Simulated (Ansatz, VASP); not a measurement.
**One calculation of GaF, two programs**

```
Ga F
1.0
     3.16592    0.00000    0.00000
     0.00000    3.16592    0.00000
     0.00000    0.00000    3.16592
Ga F
1 1
Cartesian
  0.0000 0.0000 0.0000
  1.5830 1.5830 1.5830
```

Alike in both runs: functional PBE0; k mesh 4 × 4 × 4; occupations fermi-dirac, width 0.05 eV; no spin polarisation.

```csv
,VASP,Ansatz
version,VASP 6.6.1,Ansatz 0.2.0
potentials or method,"VASP PAW PBE potentials, release 64 (Ga_d, F)",Ansatz PAW
plane-wave cutoff (eV),520,420
valence electrons in the cell,20,20
task,single point,band structure
```

```tsv
	VASP	Ansatz	Ansatz less VASP
gap on the k mesh at the Fermi level (eV)	1.48	1.41	-0.069
least direct gap on the mesh (eV)	2.85	2.81	-0.034
pressure (GPa)	-0.2	0.1	+0.22
```

The functional is the same, so the differences come from potentials, cutoffs and numerics.

The k mesh is coarse, so the values compare programs but aren't converged.
